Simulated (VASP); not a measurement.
## Ni: relaxation of cell and atoms with BLYP

Ni:

```
Ni
1.0
     0.00000    1.76194    1.76194
     1.76194    0.00000    1.76194
     1.76194    1.76194    0.00000
Ni
1
Direct
  0.00000 0.00000 0.00000
```

```json
{
 "Program": "VASP 6.6.1",
 "Task": "relaxation of cell and atoms",
 "Functional": "BLYP",
 "Potentials or basis": "VASP PAW PBE potentials, release 64 (Ni)",
 "Cutoff": "600 eV",
 "k mesh": "15 × 15 × 15",
 "Occupations": "fermi-dirac, width 0.1 eV",
 "Spin": "no spin polarisation",
 "Dipole correction": "no",
 "Further INCAR settings": "ALGO = Normal; EDIFF = 1e-06; IBRION = 2; EDIFFG = -0.01; NSW = 80; ISIF = 3"
}
```

```
Relaxed volume                        : 11.42 Å³/atom
Relaxed cell                          : a = 2.527 Å, b = 2.527 Å, c = 2.527 Å, α = 60.00°, β = 60.00°, γ = 60.00°
Space group after relaxing (to 0.1 Å) : Fm-3m (No. 225)
Energy gained by relaxing             : 11.2 meV/atom
Ionic steps                           : 3
Pressure after relaxing               : 0.0 GPa
Band gap on the k mesh                : zero (bands 5 and 6 overlap by 0.91 eV)
```

Step by step:
```csv
step,energy change (eV),largest force (eV/Å),pressure (GPa),volume (Å³)
1,0.0000,0.0000,7.95,10.94
2,-0.0041,0.0000,-5.42,11.82
3,-0.0112,0.0000,-0.05,11.42
```

Final structure:
```yaml
crystal:
  lattice:
    - [0.00000, 1.78711, 1.78711]
    - [1.78711, 0.00000, 1.78711]
    - [1.78711, 1.78711, 0.00000]
  atoms:
    - { symbol: Ni, position: [0.00000, 0.00000, 0.00000] }
```

Levels at points of the mesh, in eV from the Fermi level:
| k point | band 3 | band 4 | band 5 | band 6 | band 7 | band 8 |
| --- | --- | --- | --- | --- | --- | --- |
| (0.00, 0.00, 0.00) | -1.76 | -1.76 | -0.76 | -0.76 | 23.77 | 27.02 |

Run time: 62 s on 1 thread of Intel(R) Xeon(R) Platinum 8259CL CPU @ 2.50GHz (Skylake/Cascade Lake), on a shared host, peak memory 0.14 GiB.

Caveat: the PAW data sets were made with another functional, which shifts forces and pressure a little; the run has no spin polarisation, though such a crystal can be magnetic. Zero-point motion and thermal expansion aren't in these numbers.
